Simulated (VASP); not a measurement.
# MoSe in VASP: notebook

The runs below take MoSe through single point, with PBE.

Program: VASP 6.6.1. These are calculated values, not measurements. Logs are shortened: lines on timing, memory, paths and dates and some standing lists are left out, and cuts for length are marked.

## Step 1: The cell of the first run

Symmetry: Fm-3m, No. 225, cubic system. Conventional cell: a = 5.352 Å, b = 5.352 Å, c = 5.352 Å, α = 90.00°, β = 90.00°, γ = 90.00°. Within 3.5 Å of Mo (site symmetry m-3m) lie 6 Se at 2.68 Å. Se (site symmetry m-3m) has 6 Mo at 2.68 Å within 3.5 Å.

## Step 2: Single point, PBE, collinear spin, ferromagnetic start

INCAR reads:

```
PREC     = Accurate       # precision mode
ENCUT    = 520            # plane-wave cutoff, eV
EDIFF    = 1E-7           # SCF threshold, eV
ISMEAR   = 0              # smearing method
SIGMA    = 0.05           # smearing width, eV
LREAL    = F              # projectors in reciprocal space
LASPH    = T              # aspherical terms in the spheres
NELM     = 150            # most SCF steps
ALGO     = Normal         # electronic algorithm
ISIF     = 2              # what is computed and relaxed
LWAVE    = F              # write WAVECAR
LCHARG   = F              # write CHGCAR
ISPIN    = 2              # spin polarisation
MAGMOM   = 2.2 0          # initial moments
LORBIT   = 11             # projections on sites
LMAXMIX  = 4              # l up to which the mixer works
GGA      = PE             # functional
NBANDS   = 21             # bands
```

KPOINTS reads:

```
regular mesh
0
Gamma
  12 12 12
```

POSCAR reads:

```
MoSe
1.0
    0.0000000000      2.6758016221      2.6758016221
    2.6758016221      0.0000000000      2.6758016221
    2.6758016221      2.6758016221      0.0000000000
Mo Se
1 1
Direct
    0.5000000000      0.5000000000      0.5000000000
    0.0000000000      0.0000000000      0.0000000000
```

Potentials or basis: VASP PAW PBE potentials, release 64 (Mo_sv, Se).

Started as:

```console
$ cat potpaw_PBE.64/Mo_sv/POTCAR potpaw_PBE.64/Se/POTCAR > POTCAR
$ mpirun -np 1 vasp_std > vasp.out
```

OUTCAR:

```text
PREC = Accurate
   ENCUT = 520
   EDIFF = 1E-7
   ISMEAR = 0
   LREAL = F
   LASPH = T
   NELM = 150
   ISIF = 2
   ISPIN = 2
   LORBIT = 11
   GGA = PE

 ion  position               nearest neighbor table
   1  0.500  0.500  0.500-   2 2.68   2 2.68   2 2.68   2 2.68   2 2.68   2 2.68
   2  0.000  0.000  0.000-   1 2.68   1 2.68   1 2.68   1 2.68   1 2.68   1 2.68

  LATTYP: Found a face centered cubic cell.
 ALAT       =     5.3516032442

  Lattice vectors:

 A1 = (   0.0000000000,   2.6758016221,   2.6758016221)
 A2 = (   2.6758016221,   0.0000000000,   2.6758016221)
 A3 = (   2.6758016221,   2.6758016221,   0.0000000000)

Analysis of symmetry for initial positions (statically):
=====================================================================
 Subroutine PRICEL returns:
 Original cell was already a primitive cell.

 Routine SETGRP: Setting up the symmetry group for a
 face centered cubic supercell.

 Subroutine GETGRP returns: Found 48 space group operations
 (whereof 48 operations were pure point group operations)
 out of a pool of 48 trial point group operations.

The static configuration has the point symmetry O_h .

Analysis of symmetry for dynamics (positions and initial velocities):
=====================================================================
 Subroutine PRICEL returns:
 Original cell was already a primitive cell.

 Routine SETGRP: Setting up the symmetry group for a
 face centered cubic supercell.

 Subroutine GETGRP returns: Found 48 space group operations
 (whereof 48 operations were pure point group operations)
 out of a pool of 48 trial point group operations.

The dynamic configuration has the point symmetry O_h .

Analysis of structural, dynamic, and magnetic symmetry:
=====================================================================
 Subroutine PRICEL returns:
 Original cell was already a primitive cell.

 Routine SETGRP: Setting up the symmetry group for a
 face centered cubic supercell.

 Subroutine GETGRP returns: Found 48 space group operations
 (whereof 48 operations were pure point group operations)
 out of a pool of 48 trial point group operations.

The overall configuration has the point symmetry O_h .

 Subroutine INISYM returns: Found 48 space group operations
 (whereof 48 operations are pure point group operations),
 and found     1 'primitive' translations

----------------------------------------------------------------------------------------

                                     Primitive cell

  volume of cell :      38.3170

[... 104 lines left out ...]
   EFERMI_NEDOS =   21; number of points for ismear=-14 and -15
   IALGO  =     38    algorithm
   IMIX   =      4    mixing-type and parameters
     AMIX     =   0.40;   BMIX     =  1.00
     AMIX_MAG =   1.60;   BMIX_MAG =  1.00
  volume/ion in A,a.u.               =      19.16       129.29
  Fermi-wavevector in a.u.,A,eV,Ry     =   1.318118  2.490882 23.639235  1.737435
  Thomas-Fermi vector in A             =   2.448111
   LORBIT       =     11    0 simple, 1 ext, 2 COOP (PROOUT), +10 PAW based schemes
   GGA     = PE    functional components
   LHFCALC =     F    Hartree Fock is set to
   AEXX    =    0.0000 exact exchange contribution
   IVDW    =     0    specifies the selected vdW correction
   LEPSILON=     F    determine dielectric tensor
   LRPA    =     F    only Hartree local field effects (RPA)
 spin polarized calculation
 Gauss-broadening in eV      SIGMA  =   0.05
  energy-cutoff  :      520.00
  volume of cell :       38.32
 maximum number of plane-waves:      1056
   NGX = 15   NGY = 15   NGZ = 15

 number of electron      19.9999998 magnetization       2.5788984

 Free energy of the ion-electron system (eV)
  ---------------------------------------------------
  ext. energy  EPLUGINS =         0.00000000
  ---------------------------------------------------
  free energy    TOTEN  =       -13.34168908 eV

  energy without entropy =      -13.34008594  energy(sigma->0) =      -13.34088751

 E-fermi :   8.6556     XC(G=0): -11.3360

 val. band max:        8.6482868469   @ k =  -0.3333   0.4167   0.1667
 cond. band min:       8.6573231168   @ k =   0.1667   0.1667   0.0000
 fundamental gap:      0.0090362699
 Fermi energy:         8.6555767162

 spin component 1

 k-point     1 :       0.0000    0.0000    0.0000
  band No.  band energies     occupation
      1     -53.0952      1.00000
      2     -27.2739      1.00000
      3     -27.2739      1.00000
      4     -27.2739      1.00000
      5      -6.8653      1.00000
      6       6.2776      1.00000
[... 565 lines left out ...]
     20      23.1672      0.00000
     21      24.5543      0.00000

 [... further k-points ...]

 spin component 2

 k-point     1 :       0.0000    0.0000    0.0000
  band No.  band energies     occupation
      1     -51.6400      1.00000
      2     -25.6663      1.00000
      3     -25.6663      1.00000
      4     -25.6663      1.00000
      5      -6.7382      1.00000
      6       6.4784      1.00000
[... 565 lines left out ...]
     20      23.8923      0.00000
     21      25.0935      0.00000

 [... further k-points ...]
[... 5 lines left out ...]
  --------------------------------------------------------------------------------------
  -------------------------------------------------------------------------------------
  Total        0.0449241      0.0449241      0.0449241     -0.0000000     -0.0000000      0.0000000
  in kB        1.8784435      1.8784435      1.8784435     -0.0000000     -0.0000000      0.0000000
  external PRESSURE =       1.8784435 kB  Pullay stress =       0.0000000 kB

 VOLUME and BASIS-vectors are now :
 -----------------------------------------------------------------------------
  energy-cutoff  :      520.00
  volume of cell :       38.32
      direct lattice vectors                 reciprocal lattice vectors
     0.000000000  2.675801622  2.675801622    -0.186859891  0.186859891  0.186859891
     2.675801622  0.000000000  2.675801622     0.186859891 -0.186859891  0.186859891
     2.675801622  2.675801622  0.000000000     0.186859891  0.186859891 -0.186859891

 POSITION                                       TOTAL-FORCE (eV/Angst)
 -----------------------------------------------------------------------------------
      2.67580      2.67580      2.67580        -0.000000     -0.000000     -0.000000
      0.00000      0.00000      0.00000         0.000000      0.000000      0.000000
 -----------------------------------------------------------------------------------
    total drift:                                0.000000      0.000000      0.000000

  FREE ENERGIE OF THE ION-ELECTRON SYSTEM (eV)
  ---------------------------------------------------
  free  energy   TOTEN  =       -13.3416890763 eV

  energy  without entropy=      -13.3400859356  energy(sigma->0) =      -13.34088751

 total charge

# of ion       s       p       d       tot
------------------------------------------
    1        2.211   6.074   3.995  12.280
    2        1.428   2.393   0.085   3.906
--------------------------------------------------
tot          3.639   8.467   4.080  16.186

 magnetization (x)

# of ion       s       p       d       tot
------------------------------------------
    1        0.053   0.016   2.197   2.266
    2        0.004  -0.015   0.021   0.010
--------------------------------------------------
tot          0.057   0.001   2.218   2.276
```

stdout:

```text
POSCAR found type information on POSCAR MoSe
 POSCAR found :  2 types and       2 ions
 scaLAPACK will be used
 LDA part: xc-table for (Slater+PW92), standard interpolation
 POSCAR, INCAR and KPOINTS ok, starting setup
 FFT: planning ... GRIDC
 FFT: planning ... GRID_SOFT
 FFT: planning ... GRID
 WAVECAR not read
 entering main loop
```

It took 86 s on 1 thread of Intel Xeon Platinum 8488C (Sapphire Rapids), shared host; peak memory 0.23 GiB.

Results:

```
Free energy                                           : -13.3417 eV
Pressure                                              : 0.2 GPa
Net moment                                            : 2.58 μB per cell
Site moments                                          : Mo +2.27; Se +0.01 μB
Valence electrons inside the program's atomic spheres : Mo 12.28; Se 3.91
```

## Step 3: Single point, PBE, collinear spin, ferromagnetic start

INCAR reads:

```
ALGO = Normal
EDIFF = 1E-7
ENCUT = 520
GGA = PE
ISIF = 2
ISMEAR = 0
ISPIN = 2
LASPH = T
LCHARG = F
LMAXMIX = 4
LORBIT = 11
LREAL = F
LWAVE = F
MAGMOM = 0.5 0
NBANDS = 21
NELM = 150
PREC = Accurate
SIGMA = 0.05
```

KPOINTS reads:

```
k-points
0
Gamma
  12 12 12
```

POSCAR is that of step 2.

Potentials or basis: VASP PAW PBE potentials, release 64 (Mo_sv, Se).

Started as:

```console
$ cat potpaw_PBE.64/Mo_sv/POTCAR potpaw_PBE.64/Se/POTCAR > POTCAR
$ mpirun -np 1 vasp_std > vasp.out
```

Wall time 3.9 min (1 thread of Intel Xeon Platinum 8488C (Sapphire Rapids), shared host); peak memory 0.24 GiB.

It converged, with:

* Free energy: -13.2192 eV
* Pressure: -8.6 GPa
* Net moment: -0.09 μB per cell
* Site moments: Mo -0.09; Se +0.00 μB
* Valence electrons inside the program's atomic spheres: Mo 12.25; Se 3.88

Levels at points of the mesh, in eV from the Fermi level:
Spin up:
```csv
k point,band 6,band 7,band 8,band 9,band 10,band 11,band 12,band 13,band 14,band 15
"(0.00, 0.00, 0.00)",-2.19,-2.19,-2.19,-1.66,-1.66,-1.66,-1.34,-1.34,2.19,8.16
"(0.50, 0.00, 0.00)",-7.37,-5.13,-5.13,0.00,0.00,0.54,2.60,4.23,4.23,6.21
"(0.50, 0.50, 0.00)",-5.89,-3.62,-3.62,-3.08,-0.59,0.52,0.52,1.22,2.38,9.11
```
Spin down:
```tsv
k point	band 7	band 8	band 9	band 10	band 11	band 12	band 13	band 14
(0.00, 0.00, 0.00)	-2.19	-2.19	-1.71	-1.71	-1.71	-1.38	-1.38	2.17
(0.50, 0.00, 0.00)	-5.15	-5.15	-0.07	-0.07	0.47	2.59	4.20	4.20
(0.50, 0.50, 0.00)	-3.61	-3.61	-3.13	-0.64	0.45	0.45	1.17	2.35
```

## Step 4: Single point, PBE, collinear spin, antiferromagnetic start (volume scaled by 1.100)

INCAR reads:

```
SYSTEM = MoSe
PREC = Accurate ; ENCUT = 520
EDIFF = 1E-6 ; ISMEAR = 0
SIGMA = 0.05 ; LREAL = .False.
LASPH = .True. ; NELM = 150
ALGO = Normal ; ISIF = 2
LWAVE = .False. ; LCHARG = .False.
ISPIN = 2 ; MAGMOM = 2.53 -2.53 0 0
LORBIT = 11 ; LMAXMIX = 4
GGA = PE ; NBANDS = 32
```

KPOINTS reads:

```
Automatic mesh
0
Gamma
  12 12 6
  0 0 0
```

POSCAR reads:

```
MoSe
1.0
    0.0000000000      2.7691369407      2.7691369408
    5.5096333631      2.7691369407      2.7691369408
    5.5096333631      5.5382738815      0.0000000001
Mo Se
2 2
Direct
    0.5000000000      0.5000000000      0.0000000000
    0.5000000000      0.5000000000      0.5000000000
    0.0000000000      0.0000000000      0.0000000000
    0.0000000000      0.0000000000      0.5000000000
```

Started as:

```console
$ cat potpaw_PBE.64/Mo_sv/POTCAR potpaw_PBE.64/Se/POTCAR > POTCAR
$ mpirun -np 1 vasp_std > vasp.out
```

Run time: 10 min. Hardware: 1 thread of Intel Xeon Platinum 8488C (Sapphire Rapids), shared host; peak memory 0.6 GiB.

The run converged. Its results:

| Quantity | Value |
| --- | --- |
| Free energy | -26.7422 eV |
| Pressure | -6.2 GPa |
| Band gap on the k mesh | zero (filled and empty bands overlap) |
| Net moment | 0.00 μB per cell |
| Site moments | Mo +2.65, -2.65; Se -0.01, +0.01 μB |
| Valence electrons inside the program's atomic spheres | Mo 12.15; Se 3.85 |

Levels at points of the mesh, in eV from the Fermi level:
Spin up:
```csv
k point,band 16,band 17,band 18,band 19,band 20,band 21,band 22,band 23,band 24,band 25
"(0.00, 0.00, 0.00)",-2.15,-2.15,-1.89,-1.89,-1.64,-1.42,-0.92,0.05,0.97,0.97
"(0.50, 0.00, 0.00)",-4.49,-0.95,-0.89,-0.67,0.99,1.29,1.31,2.40,2.53,3.16
"(0.50, 0.50, 0.00)",-3.42,-2.92,-2.92,-1.11,-0.65,-0.54,0.74,0.74,0.99,1.20
"(0.00, 0.00, 0.50)",-4.30,-1.54,-0.98,-0.48,-0.47,0.65,0.78,1.23,1.38,2.87
"(0.50, 0.00, 0.50)",-4.83,-1.16,-1.16,-0.65,-0.24,-0.20,0.68,0.68,1.19,1.41
"(0.00, 0.50, 0.50)",-3.17,-2.89,-1.59,-1.21,-0.57,-0.57,-0.04,-0.02,1.26,1.35
```
Spin down:
```csv
k point,band 18,band 19,band 20,band 21,band 22,band 23
"(0.00, 0.00, 0.00)",-1.89,-1.89,-1.64,-1.42,-0.92,0.05
"(0.50, 0.00, 0.00)",-0.89,-0.67,0.99,1.29,1.31,2.40
"(0.50, 0.50, 0.00)",-2.92,-1.11,-0.65,-0.54,0.74,0.74
"(0.00, 0.00, 0.50)",-0.98,-0.48,-0.47,0.65,0.78,1.23
"(0.50, 0.00, 0.50)",-1.16,-0.65,-0.24,-0.20,0.68,0.68
"(0.00, 0.50, 0.50)",-1.59,-1.21,-0.57,-0.57,-0.04,-0.02
```
